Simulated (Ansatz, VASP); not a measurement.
**One calculation of TiAl3, two programs**

File INCAR:

```
SYSTEM = TiAl3
PREC = Accurate ; ENCUT = 520
EDIFF = 1E-6 ; ISMEAR = 0
SIGMA = 0.1 ; LREAL = .FALSE.
LASPH = .TRUE. ; NELM = 100
ALGO = Normal ; ISIF = 2
LWAVE = .FALSE. ; LCHARG = .FALSE.
GGA = PE ; NBANDS = 18
```

File KPOINTS:

```
Automatic mesh
0
G
  6 4 4
  0 0 0
```

File POSCAR:

```
TiAl3
1.0
    2.8780853800      0.0000000000      0.0000000000
    0.0000000000      4.0237914400      0.0000000000
    0.0000000000      0.0000000000      5.6401443300
Ti Al
1 3
Direct
    0.0000000000      0.0000000000      0.0000000000
    0.0000000000      0.0000000000      0.5000000000
    0.5000000000      0.5000000000      0.7539245500
    0.5000000000      0.5000000000      0.2460754500
```

Input for Ansatz:

```yaml
crystal:
  lattice:
    - [2.87808538, 0.0, 0.0]
    - [0.0, 4.02379144, 0.0]
    - [0.0, 0.0, 5.64014433]
  atoms:
    - { symbol: Ti, position: [0.0, 0.0, 0.0] }
    - { symbol: Al, position: [0.0, 0.0, 0.5] }
    - { symbol: Al, position: [0.5, 0.5, 0.75392455] }
    - { symbol: Al, position: [0.5, 0.5, 0.24607545] }
basis:
  ecutwfc: 420
kpoints:
  mp_grid: { grid: [6, 4, 4] }
hamiltonian:
  xc: pbe
scf:
  occupations: { method: gaussian, width: 0.1 }
  lower_state_search: "off"
output:
  forces: true
  stress: true
  eigenvalues: true
```

Change from the starting cell: species swapped into the Mn3Fe type (Pmmm, No. 47).

Alike in both runs: task single point; functional PBE; k mesh 6 × 4 × 4; occupations gaussian, width 0.1 eV; no spin polarisation.

```csv
,VASP,Ansatz
version,VASP 6.6.1,Ansatz 0.2.0
potentials or method,"VASP PAW PBE potentials, release 64 (Ti_sv, Al), cutoff 520 eV","scalar-relativistic, plane waves, PAW"
valence electrons in the cell,21,21
```

```csv
,VASP,Ansatz,Ansatz less VASP
gap on the k mesh at the Fermi level (eV),none,none,-
pressure (GPa),-0.3,-0.2,+0.05
"traceless stress, the component that is largest in VASP (GPa)",3.82,3.82,+0.002
rms of the force components (eV/Å),0.030,0.031,+0.0013
```

Atom by atom the forces differ by 0.001 eV/Å (rms over components). A gap of «none» marks a metal or a gap that the smearing closes.

The k mesh is coarse, so the values compare programs but aren't converged.
